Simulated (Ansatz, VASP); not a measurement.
One calculation of Al, two programs

File INCAR:

```
SYSTEM = Al
PREC     = Accurate       ! precision mode
ENCUT    = 520            ! plane-wave cutoff, eV
EDIFF    = 1E-6           ! SCF threshold, eV
ISMEAR   = 0              ! smearing method
SIGMA    = 0.15           ! smearing width, eV
LREAL    = .FALSE.        ! projectors in reciprocal space
LASPH    = .TRUE.         ! aspherical terms in the spheres
NELM     = 100            ! most SCF steps
ALGO     = Fast           ! electronic algorithm
ISIF     = 2              ! what is computed and relaxed
LWAVE    = .FALSE.        ! write WAVECAR
LCHARG   = .FALSE.        ! write CHGCAR
GGA      = PE             ! functional
NBANDS   = 8              ! bands
```

Contents of KPOINTS:

```
regular mesh
0
G
  20 20 20
  0 0 0
```

POSCAR

```
Al
1.0
    0.0000000000      1.8620616000      1.9430208000
    1.8620616000      0.0000000000      1.9430208000
    1.8620616000      1.8620616000      0.0000000000
Al
1
Direct
    0.0000000000      0.0000000000      0.0000000000
```

Input for Ansatz:

```yaml
crystal:
  lattice:
    - [0.0, 1.8620616, 1.9430208]
    - [1.8620616, 0.0, 1.9430208]
    - [1.8620616, 1.8620616, 0.0]
  atoms:
    - { symbol: Al, position: [0.0, 0.0, 0.0] }
basis:
  ecutwfc: 420
kpoints:
  mp_grid: { grid: [20, 20, 20] }
hamiltonian:
  xc: pbe
scf:
  occupations: { method: gaussian, width: 0.15 }
output:
  forces: true
  stress: true
  eigenvalues: true
  write_density: true
  write_potential: true
  elf: true
  volumetric_format: npy
```

Change from the starting cell: strain -0.080 along x and y, -0.040 along z, atoms carried along.

Alike in both runs: task single point; functional PBE; k mesh 20 × 20 × 20; occupations gaussian, width 0.15 eV; no spin polarisation.

```csv
,VASP,Ansatz
version,VASP 6.6.1,Ansatz 0.2.0
potentials or method,"VASP PAW PBE potentials, release 64 (Al), cutoff 520 eV","scalar-relativistic, plane waves, PAW"
valence electrons in the cell,3,3
```

```tsv
	VASP	Ansatz	Ansatz less VASP
gap on the k mesh at the Fermi level (eV)	none	none	-
pressure (GPa)	25.0	25.0	+0.02
traceless stress, the component that is largest in VASP (GPa)	-3.76	-3.76	-0.003
```

A gap of «none» marks a metal or a gap that the smearing closes.
